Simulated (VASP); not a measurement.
# HoSbTe3: single point with revPBE

The system is HoSbTe3.

```xyz
5
Lattice="4.1502 0.0000 0.0000 0.0000 4.1502 0.0000 0.0000 0.0000 9.8086" Properties=species:S:1:pos:R:3 pbc="T T T"
Ho    0.0000    0.0000    4.9043
Sb    0.0000    0.0000    0.0000
Te    2.0751    2.0751    1.5939
Te    2.0751    2.0751    8.2147
Te    2.0751    2.0751    4.9043
```

```
Program                : VASP 6.6.1
Task                   : single point
Functional             : revPBE
Potentials or basis    : VASP PAW PBE potentials, release 64 (Ho_3, Sb, Te), 4f in core
Cutoff                 : 500 eV
k mesh                 : 10 × 10 × 4
Occupations            : gaussian, width 0.1 eV
Spin                   : no spin polarisation
Dipole correction      : no
Further INCAR settings : ALGO = Normal; EDIFF = 1e-06; NBANDS = 24
```

| Property | Result |
| --- | --- |
| Pressure | 0.9 GPa |
| Largest force | 0.016 eV/Å |
| Band gap on the k mesh | zero (bands 16 and 17 overlap by 1.15 eV) |

Forces in eV/Å, atoms in the order of the input:
```
Ho   0.000  0.000  0.000
Sb   0.000  0.000  0.000
Te   0.000  0.000  0.016
Te   0.000  0.000 -0.016
Te   0.000  0.000  0.000
```

Stress tensor (GPa, compression positive):
```
1.03 0.00 0.00
0.00 1.03 0.00
0.00 0.00 0.76
```

Levels at points of the mesh, in eV from the Fermi level:
| k point | band 12 | band 13 | band 14 | band 15 | band 16 | band 17 | band 18 | band 19 | band 20 | band 21 |
| --- | --- | --- | --- | --- | --- | --- | --- | --- | --- | --- |
| (0.00, 0.00, 0.00) | -2.22 | -2.22 | -1.41 | -0.81 | -0.81 | -0.71 | 0.87 | 0.88 | 1.60 | 1.60 |
| (0.50, 0.00, 0.00) | -4.06 | -1.89 | -1.27 | -0.34 | -0.15 | 0.17 | 1.03 | 1.12 | 1.33 | 1.72 |
| (0.50, 0.50, 0.00) | -3.25 | -3.16 | -2.81 | -2.81 | -1.37 | 0.21 | 0.21 | 0.61 | 1.39 | 1.39 |
| (0.00, 0.00, 0.50) | -2.42 | -1.56 | -1.41 | -1.10 | -0.56 | -0.56 | -0.54 | 0.87 | 1.25 | 1.25 |
| (0.50, 0.00, 0.50) | -2.04 | -2.04 | -1.33 | -0.27 | -0.25 | -0.16 | 0.49 | 0.95 | 1.74 | 2.04 |
| (0.50, 0.50, 0.50) | -4.26 | -2.42 | -2.42 | -1.48 | -0.63 | -0.52 | -0.52 | 0.07 | 1.07 | 1.77 |

Run time: 5.6 min on 1 thread of Intel(R) Xeon(R) Platinum 8375C CPU @ 2.90GHz (Ice Lake), with other jobs on the host, peak memory 0.43 GiB.

Caveat: the PAW data sets were made with another functional, which shifts forces and pressure a little; spin-orbit coupling is left out, which moves the levels of the heavy elements; the 4f electrons are frozen in the core, so they carry no moment and show no levels. Spin polarisation is off, so any magnetic state and its effect on volume and gap are missing.
